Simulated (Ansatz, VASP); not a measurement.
## One calculation of SnSe, two programs

File INCAR:

```
PREC = Accurate
ENCUT = 500
EDIFF = 1E-6
ISMEAR = 0
SIGMA = 0.01
LREAL = False
LASPH = True
NELM = 120
ALGO = Normal
ISIF = 2
LWAVE = False
LCHARG = True
GGA = PS
LELF = True
LVHAR = True
NBANDS = 17
GGA_COMPAT = False
```

KPOINTS

```
Automatic mesh
0
Gamma
  8 8 8
```

POSCAR

```
SnSe
1.0
    0.0000000000      2.9528026911      2.9528026911
    2.9528026911      0.0000000000      2.9528026911
    2.9528026911      2.9528026911      0.0000000000
Sn Se
1 1
Direct
    0.0000000000      0.0000000000      0.0000000000
    0.5000000000      0.5000000000      0.5000000000
```

Input for Ansatz:

```yaml
crystal:
  lattice:
    - [0.0, 2.9528026911, 2.9528026911]
    - [2.9528026911, 0.0, 2.9528026911]
    - [2.9528026911, 2.9528026911, 0.0]
  atoms:
    - { symbol: Sn, position: [0.0, 0.0, 0.0] }
    - { symbol: Se, position: [0.5, 0.5, 0.5] }
basis:
  ecutwfc: 420
kpoints:
  mp_grid: { grid: [8, 8, 8] }
hamiltonian:
  xc: pbesol
scf:
  occupations: { method: fixed }
output:
  forces: true
  stress: true
  eigenvalues: true
```

Alike in both runs: task single point; functional PBEsol; k mesh 8 × 8 × 8; no spin polarisation.

|  | VASP | Ansatz |
| --- | --- | --- |
| version | VASP 6.6.1 | Ansatz 0.2.0 |
| potentials or method | VASP PAW PBE potentials, release 64 (Sn_d, Se), cutoff 500 eV | scalar-relativistic, plane waves, PAW |
| occupations | gaussian, width 0.01 eV | fixed |
| valence electrons in the cell | 20 | 30 |

```csv
,VASP,Ansatz,Ansatz less VASP
gap on the k mesh at the Fermi level (eV),0.77,0.77,+0.002
least direct gap on the mesh (eV),0.92,0.91,-0.002
pressure (GPa),1.2,1.2,-0.02
```

VASP's potentials were made for PBE, not for PBEsol. VASP's potentials hold 20 valence electrons a cell and Ansatz's 30, so a difference there can come from the potentials and not from the codes.
